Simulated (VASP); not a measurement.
Set up this calculation in VASP 6.6.1, as the native input.

| Property | Result |
| --- | --- |
| Task | single point |
| Functional | PBE |
| Potentials or basis | VASP PAW PBE potentials, release 64 (Er_3, Br), 4f in core |
| Cutoff | 500 eV |
| k mesh | 4 × 4 × 4 |
| Occupations | gaussian, width 0.2 eV |
| Spin | no spin polarisation |
| Dipole correction | no |
| Further INCAR settings | ALGO = Normal; EDIFF = 1e-06; NBANDS = 30 |

The structure of Er4Br lies in POSCAR:

```
Er4Br
1.0
   -2.8328221477      2.8328221477      4.6016825358
    2.8328221477     -2.8328221477      4.6016825358
    2.8328221477      2.8328221477     -4.6016825358
Er Br
4 1
Direct
    0.5000000000      0.0000000000      0.5000000000
    0.0000000000      0.5000000000      0.5000000000
    0.1988681159      0.1988681159      0.0000000000
    0.8011318841      0.8011318841      0.0000000000
    0.5000000000      0.5000000000      0.0000000000
```

The cell was generated, and may not be a known phase.

These files were run (other wordings do the same):

INCAR

```
PREC = Accurate ; ENCUT = 500
EDIFF = 1E-6 ; ISMEAR = 0
SIGMA = 0.2 ; LREAL = F
LASPH = T ; NELM = 200
ALGO = Normal ; ISIF = 2
LWAVE = F ; LCHARG = F
GGA = PE ; NBANDS = 30
GGA_COMPAT = F ; LMAXMIX = 6
```

KPOINTS

```
Automatic mesh
0
Gamma
  4 4 4
```

Potentials or basis: VASP PAW PBE potentials, release 64 (Er_3, Br), 4f in core.

The run is started by

```sh
$ cat potpaw_PBE.64/Er_3/POTCAR potpaw_PBE.64/Br/POTCAR > POTCAR
$ mpirun -np 1 vasp_std > vasp.out
```

It gave:

- Pressure: 0.4 GPa
- Largest force: 0.055 eV/Å
- Band gap on the k mesh: zero (an odd number of electrons rules out a gap without spin polarisation)

Caveat: spin-orbit coupling is left out, which moves the levels of the heavy elements; the 4f electrons are frozen in the core, so they carry no moment and show no levels; an odd number of electrons without spin polarisation forces a metal; a magnetic or distorted state may lie lower; the run has no spin polarisation, though such a crystal can be magnetic.

Wall time 55 s on 1 thread of Intel(R) Xeon(R) 6975P-C (Granite Rapids) (shared host), peak memory 0.34 GiB.
